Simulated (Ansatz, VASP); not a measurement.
## One calculation of HfN, two programs

```
Hf N
1.0
     0.00000    2.25900    2.25900
     2.25900    0.00000    2.25900
     2.25900    2.25900    0.00000
Hf N
1 1
Cartesian
  2.2590 2.2590 2.2590
  0.0000 0.0000 0.0000
```

Alike in both runs: task single point; functional PBE; k mesh 10 × 10 × 10; occupations gaussian, width 0.05 eV; no spin polarisation; Hubbard terms Hf d U = 3.0 eV.

|  | VASP | Ansatz |
| --- | --- | --- |
| version | VASP 6.6.1 | Ansatz 0.2.0 |
| potentials or method | VASP PAW PBE potentials, release 64 (Hf_pv, N), cutoff 600 eV | scalar-relativistic, plane waves, PAW |
| valence electrons in the cell | 15 | 31 |

|  | VASP | Ansatz | Ansatz less VASP |
| --- | --- | --- | --- |
| pressure (GPa) | 14.8 | 9.7 | -5.09 |

The programs project onto different local orbitals, so the same U acts differently, and such runs can settle in different states. VASP's potentials hold 15 valence electrons a cell and Ansatz's 31, so a difference there can come from the potentials and not from the codes. Ansatz's warnings: filled band counts differ across k points.

Neither program's run includes spin-orbit coupling.
